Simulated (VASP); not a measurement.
## ZnS: single point with PBEsol

Crystal: ZnS.

```
Zn S
1.0
     0.00000    2.60482    2.60482
     2.60482    0.00000    2.60482
     2.60482    2.60482    0.00000
Zn S
1 1
Direct
  0.25000 0.25000 0.25000
  0.00000 0.00000 0.00000
```

This cell differs from its parent crystal: volume scaled by 0.920.

* Program: VASP 6.6.1
* Task: single point
* Functional: PBEsol
* Potentials or basis: VASP PAW PBE potentials, release 64 (Zn, S)
* Cutoff: 520 eV
* k mesh: 8 × 8 × 8
* Occupations: gaussian, width 0.05 eV
* Spin: no spin polarisation
* Dipole correction: no
* Further INCAR settings: ALGO = Normal; EDIFF = 1e-06; NBANDS = 16

```yaml
Pressure: 8.2 GPa
Band_gap_on_the_k_mesh: 2.47 eV, direct
```

Levels at points of the mesh, in eV from the valence-band top:
| k point | band 5 | band 6 | band 7 | band 8 | band 9 | band 10 | band 11 | band 12 | band 13 | band 14 |
| --- | --- | --- | --- | --- | --- | --- | --- | --- | --- | --- |
| (0.00, 0.00, 0.00) | -6.25 | -6.25 | 0.00 | 0.00 | 0.00 | 2.47 | 6.20 | 6.20 | 6.20 | 11.86 |
| (0.50, 0.00, 0.00) | -6.21 | -6.20 | -5.96 | -1.05 | -1.05 | 3.39 | 6.74 | 6.74 | 9.07 | 12.52 |
| (0.50, 0.50, 0.00) | -6.15 | -6.00 | -5.06 | -2.68 | -2.68 | 2.97 | 3.90 | 11.67 | 12.64 | 12.64 |

It took 15 s on 1 thread of AMD EPYC 9R45 (Zen 5), with other jobs on the host, peak memory 0.13 GiB.

Caveat: the PAW data sets were made with another functional, which shifts forces and pressure a little.
